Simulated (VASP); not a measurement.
# CuO (P-6m2) in VASP: settings compared, part 2 of 3

VASP 6.6.1.

## (3) Single point, PBEsol

This run uses another cell than the first one, of 9.64 Å³/atom.

INCAR reads:

```
SYSTEM = CuO
ALGO = Normal
EDIFF = 1E-7
ENCUT = 520
GGA = PS
ISIF = 2
ISMEAR = -1
LASPH = .True.
LCHARG = .False.
LREAL = .False.
LWAVE = .False.
NBANDS = 16
NELM = 80
PREC = Accurate
SIGMA = 0.05
```

KPOINTS reads:

```
k-points
0
Gamma
  11 11 10
  0 0 0
```

POSCAR reads:

```
CuO
1.0
    2.8363251100      0.0000000000      0.0000000000
   -1.4181625500      2.4563296000      0.0000000000
    0.0000000000      0.0000000000      2.7681127800
Cu O
1 1
Direct
    0.0000000000      0.0000000000      0.0000000000
    0.6666666667      0.3333333333      0.5000000000
```

Potentials or basis: VASP PAW PBE potentials, release 64 (Cu, O).

Command:

```
$ cat potpaw_PBE.64/Cu/POTCAR potpaw_PBE.64/O/POTCAR > POTCAR
$ mpirun -np 1 vasp_std > vasp.out
```

OUTCAR:

```text
SYSTEM = CuO
   EDIFF = 1E-7
   ENCUT = 520
   GGA = PS
   ISIF = 2
   ISMEAR = -1
   LASPH = .True.
   LREAL = .False.
   NELM = 80
   PREC = Accurate

 ion  position               nearest neighbor table
   1  0.000  0.000  0.000-   2 2.14   2 2.14   2 2.14   2 2.14   2 2.14   2 2.14
   2  0.667  0.333  0.500-   1 2.14   1 2.14   1 2.14   1 2.14   1 2.14   1 2.14

  LATTYP: Found a hexagonal cell.
 ALAT       =     2.8363251100
 C/A-ratio  =     0.9759504544

  Lattice vectors:

 A1 = (   2.8363251100,   0.0000000000,   0.0000000000)
 A2 = (  -1.4181625500,   2.4563296000,   0.0000000000)
 A3 = (   0.0000000000,   0.0000000000,   2.7681127800)

Analysis of symmetry for initial positions (statically):
=====================================================================
 Subroutine PRICEL returns:
 Original cell was already a primitive cell.

 Routine SETGRP: Setting up the symmetry group for a
 hexagonal supercell.

 Subroutine GETGRP returns: Found 12 space group operations
 (whereof 12 operations were pure point group operations)
 out of a pool of 24 trial point group operations.

The static configuration has the point symmetry D_3h.

Analysis of symmetry for dynamics (positions and initial velocities):
=====================================================================
 Subroutine PRICEL returns:
 Original cell was already a primitive cell.

 Routine SETGRP: Setting up the symmetry group for a
 hexagonal supercell.

 Subroutine GETGRP returns: Found 12 space group operations
 (whereof 12 operations were pure point group operations)
 out of a pool of 24 trial point group operations.

The dynamic configuration has the point symmetry D_3h.

 Subroutine INISYM returns: Found 12 space group operations
 (whereof 12 operations are pure point group operations),
 and found     1 'primitive' translations

----------------------------------------------------------------------------------------

                                     Primitive cell

  volume of cell :      19.2853

  direct lattice vectors                    reciprocal lattice vectors
     2.836325110  0.000000000  0.000000000     0.352568892  0.203555744  0.000000000
    -1.418162550  2.456329600  0.000000000     0.000000000  0.407111489  0.000000000
     0.000000000  0.000000000  2.768112780     0.000000000  0.000000000  0.361256957

  length of vectors
     2.836325110  2.836325109  2.768112780     0.407111488  0.407111489  0.361256957

  position of ions in fractional coordinates (direct lattice)
     0.000000000  0.000000000  0.000000000
     0.666666667  0.333333333  0.500000000

  ion indices of the primitive-cell ions
   primitive index   ion index
                 1           1
                 2           2

----------------------------------------------------------------------------------------

 KPOINTS: k-points

Automatic generation of k-mesh.
 Grid dimensions read from file:
 generate k-points for:   11   11   10

 Generating k-lattice:

  Cartesian coordinates                     Fractional coordinates (reciprocal lattice)
     0.032051717  0.018505068  0.000000000     0.090909091  0.000000000  0.000000000
     0.000000000  0.037010135  0.000000000     0.000000000  0.090909091  0.000000000
     0.000000000  0.000000000  0.036125696     0.000000000  0.000000000  0.100000000

  Length of vectors
     0.037010135  0.037010135  0.036125696

  Shift w.r.t. Gamma in fractional coordinates (k-lattice)
     0.000000000  0.000000000  0.000000000

 Subroutine IBZKPT returns following result:
 ===========================================

 Found     96 irreducible k-points:

 Following reciprocal coordinates:
            Coordinates               Weight
  0.000000  0.000000  0.000000      1.000000
  0.090909  0.000000  0.000000      6.000000
  0.181818 -0.000000  0.000000      6.000000
  0.272727  0.000000  0.000000      6.000000
  0.363636  0.000000  0.000000      6.000000
  0.454545  0.000000  0.000000      6.000000
[... 16 lines left out ...]
  0.090909  0.090909  0.100000     12.000000
  0.181818  0.090909  0.100000     24.000000
 [... further k-points ...]
   k-points           NKPTS =     96   k-points in BZ     NKDIM =     96   number of bands    NBANDS=     16
   number of dos      NEDOS =    301   number of ions     NIONS =      2
   total plane-waves  NPLWV =  13824
   dimension x,y,z NGX =    24 NGY =   24 NGZ =   24
   dimension x,y,z NGXF=    48 NGYF=   48 NGZF=   48
   ions per type =               1   1
   NGX,Y,Z   is equivalent  to a cutoff of  14.07, 14.07, 14.41 a.u.
   NGXF,Y,Z  is equivalent  to a cutoff of  28.13, 28.13, 28.83 a.u.
 SYSTEM =  CuO
   PREC   = accura    normal or accurate (medium, high low for compatibility)
   ISTART =      0    job   : 0-new  1-cont  2-samecut
   ICHARG =      2    charge: 1-file 2-atom 10-const
   ISPIN  =      1    spin polarized calculation?
   LNONCOLLINEAR =      F non collinear calculations
   LSORBIT =      F    spin-orbit coupling
   LASPH  =      T    aspherical Exc in radial PAW
   ENCUT  =  520.0 eV  38.22 Ry    6.18 a.u.   5.27  5.27  5.15*2*pi/ulx,y,z
   NELM   =     80;   NELMIN=  2; NELMDL= -5     # of ELM steps
   EDIFF  = 0.1E-06   stopping-criterion for ELM
   LREAL  =      F    real-space projection
   EDIFFG = 0.1E-05   stopping-criterion for IOM
   NSW    =      0    number of steps for IOM
   IBRION =     -1    ionic relax: 0-MD 1-quasi-New 2-CG
   NFREE  =      0    steps in history (QN), initial steepest desc. (CG)
   ISIF   =      2    stress and relaxation
   ISYM   =      2    0-nonsym 1-usesym 2-fastsym
   POTIM  = 0.5000    time-step for ionic-motion
   TEBEG  =    0.0;   TEEND  =   0.0 temperature during run
   PSTRESS=    0.0 pullay stress
   NELECT =      17.0000    total number of electrons
   NUPDOWN=      -1.0000    fix difference up-down
   EMIN   =  10.00;   EMAX   =-10.00  energy-range for DOS
   EFERMI =   0.00;   METHOD = LEGACY
   ISMEAR =    -1;   SIGMA  =   0.05  broadening in eV -4-tet -1-fermi 0-gaus
   EFERMI_NEDOS =   21; number of points for ismear=-14 and -15
   IALGO  =     38    algorithm
   IMIX   =      4    mixing-type and parameters
     AMIX     =   0.40;   BMIX     =  1.00
     AMIX_MAG =   1.60;   BMIX_MAG =  1.00
  volume/ion in A,a.u.               =       9.64        65.07
  Fermi-wavevector in a.u.,A,eV,Ry     =   1.569696  2.966296 33.524031  2.463947
  Thomas-Fermi vector in A             =   2.671540
   LORBIT       =      0    0 simple, 1 ext, 2 COOP (PROOUT), +10 PAW based schemes
   GGA     = PS    functional components
   LHFCALC =     F    Hartree Fock is set to
   AEXX    =    0.0000 exact exchange contribution
   IVDW    =     0    specifies the selected vdW correction
   LEPSILON=     F    determine dielectric tensor
   LRPA    =     F    only Hartree local field effects (RPA)
 non-spin polarized calculation
  energy-cutoff  :      520.00
  volume of cell :       19.29
 maximum number of plane-waves:       533
 NGX is ok and might be reduce to    24
   NGX = 11   NGY = 11   NGZ = 11

 number of electron      17.0000005 magnetization

 Free energy of the ion-electron system (eV)
  ---------------------------------------------------
  ext. energy  EPLUGINS =         0.00000000
  ---------------------------------------------------
  free energy    TOTEN  =       -10.05977481 eV

  energy without entropy =      -10.03598078  energy(sigma->0) =      -10.04787780

 E-fermi :   5.6005     XC(G=0): -12.6062

 val. band max:        5.5962900423   @ k =   0.3636   0.0000   0.3000
 cond. band min:       5.6063596041   @ k =   0.2727   0.0000   0.3000
 fundamental gap:      0.0100695619
 Fermi energy:         5.6004755801

 k-point     1 :       0.0000    0.0000    0.0000
  band No.  band energies     occupation
      1     -13.5578      2.00000
      2       2.0278      2.00000
      3       2.0278      2.00000
      4       2.3912      2.00000
      5       2.9887      2.00000
      6       3.8481      2.00000
[... 8 lines left out ...]
     15      26.5377      0.00000
     16      31.8155      0.00000
[... 419 lines left out ...]
 k-point    24 :       0.1818    0.0909    0.1000
  band No.  band energies     occupation
      1     -12.9508      2.00000
      2       0.4575      2.00000
      3       1.6634      2.00000
      4       2.1978      2.00000
      5       2.8662      2.00000
      6       3.7194      2.00000
[... 8 lines left out ...]
     15      28.8015      0.00000
     16      30.9698      0.00000

 [... further k-points ...]

------------------------ aborting loop because EDIFF is reached ----------------------------------------

  FORCE on cell =-STRESS in cart. coord.  units (eV):
  Direction    XX          YY          ZZ          XY          YZ          ZX
  --------------------------------------------------------------------------------------
  -------------------------------------------------------------------------------------
  Total       -0.6205003     -0.6205003     -1.9985264     -0.0000000     -0.0000000      0.0000000
  in kB      -51.5497042    -51.5497043   -166.0328530     -0.0000001     -0.0000000      0.0000000
  external PRESSURE =     -89.7107538 kB  Pullay stress =       0.0000000 kB

 VOLUME and BASIS-vectors are now :
 -----------------------------------------------------------------------------
  energy-cutoff  :      520.00
  volume of cell :       19.29
      direct lattice vectors                 reciprocal lattice vectors
     2.836325110  0.000000000  0.000000000     0.352568892  0.203555744  0.000000000
    -1.418162550  2.456329600  0.000000000     0.000000000  0.407111489  0.000000000
     0.000000000  0.000000000  2.768112780     0.000000000  0.000000000  0.361256957

 POSITION                                       TOTAL-FORCE (eV/Angst)
 -----------------------------------------------------------------------------------
      0.00000      0.00000      0.00000         0.000000      0.000000      0.000000
      1.41816      0.81878      1.38406        -0.000000     -0.000000      0.000000
 -----------------------------------------------------------------------------------
    total drift:                                0.000000     -0.000000      0.000000

  FREE ENERGIE OF THE ION-ELECTRON SYSTEM (eV)
  ---------------------------------------------------
  free  energy   TOTEN  =       -10.0597748138 eV

  energy  without entropy=      -10.0359807838  energy(sigma->0) =      -10.04787780
```

OSZICAR:

```text
N       E                     dE             d eps       ncg     rms          rms(c)
DAV:   1     0.867697577970E+02    0.86770E+02   -0.83036E+03  3336   0.164E+03
DAV:   2    -0.825936169043E+01   -0.95029E+02   -0.84305E+02  3312   0.284E+02
DAV:   3    -0.129396020088E+02   -0.46802E+01   -0.43874E+01  3712   0.633E+01
DAV:   4    -0.129854362245E+02   -0.45834E-01   -0.45820E-01  3528   0.613E+00
DAV:   5    -0.129860836156E+02   -0.64739E-03   -0.64738E-03  4120   0.765E-01    0.116E+01
DAV:   6    -0.123790428603E+02    0.60704E+00   -0.11575E+01  3784   0.117E+02    0.110E+01
DAV:   7    -0.100978079566E+02    0.22812E+01   -0.40421E+00  3816   0.897E+01    0.162E+00
DAV:   8    -0.100816088685E+02    0.16199E-01   -0.27729E-01  3720   0.598E+00    0.936E-01
DAV:   9    -0.100603089453E+02    0.21300E-01   -0.97575E-03  5024   0.409E+00    0.228E-01
DAV:  10    -0.100598452782E+02    0.46367E-03   -0.18785E-03  4624   0.909E-01    0.105E-01
DAV:  11    -0.100597826015E+02    0.62677E-04   -0.55221E-04  4496   0.283E-01    0.291E-02
DAV:  12    -0.100597867107E+02   -0.41091E-05   -0.61285E-05  3848   0.334E-01    0.269E-02
DAV:  13    -0.100597747197E+02    0.11991E-04   -0.12421E-05  3824   0.177E-01    0.457E-03
DAV:  14    -0.100597748334E+02   -0.11370E-06   -0.10738E-06  4544   0.136E-02    0.209E-03
DAV:  15    -0.100597748138E+02    0.19574E-07   -0.48347E-08  1768   0.129E-02
   1 F= -.10059775E+02 E0= -.10047878E+02  d E =-.237940E-01
```

stdout:

```text
POSCAR found type information on POSCAR CuO
 POSCAR found :  2 types and       2 ions
 scaLAPACK will be used
 -----------------------------------------------------------------------------
|                                                                             |
|                                                                             |
|     You enforced a specific xc type in the INCAR file but a different       |
|     I HOPE YOU KNOW WHAT YOU ARE DOING!                                     |
|                                                                             |
 -----------------------------------------------------------------------------

 LDA part: xc-table for (Slater+PW92), standard interpolation
 POSCAR, INCAR and KPOINTS ok, starting setup
 FFT: planning ... GRIDC
 FFT: planning ... GRID_SOFT
 FFT: planning ... GRID
 WAVECAR not read
 entering main loop
```

Wall time 28 s (1 thread of Intel Xeon 8259CL, shared host); peak memory 0.15 GiB.

What came out:

```
Free energy            : -10.0598 eV
Pressure               : -9.0 GPa
Band gap on the k mesh : zero (an odd number of electrons rules out a gap without spin polarisation)
```

Stress tensor (GPa, compression positive):
```
 -5.15   0.00   0.00
  0.00  -5.15   0.00
  0.00   0.00 -16.60
```

Levels at points of the mesh, in eV from the Fermi level:
```
           k point  band 5  band 6  band 7  band 8  band 9  band 10  band 11  band 12  band 13  band 14
(0.00, 0.00, 0.00)   -2.61   -1.75   -1.75   -0.12   -0.12     1.04    15.00    16.54    16.54    18.53
(0.00, 0.00, 0.50)   -2.21   -2.21   -1.50   -0.18   -0.18     7.11     7.51    20.92    20.92    22.26
```

Caveat: the stress differs along the axes, from -17 to -5 GPa; the PAW data sets were made with another functional, which shifts forces and pressure a little; an odd number of electrons without spin polarisation forces a metal; a magnetic or distorted state may lie lower; semilocal functionals often make such compounds metallic where correlation or magnetic order opens a gap, which also shifts bond lengths.

[end of part 2 of 3]
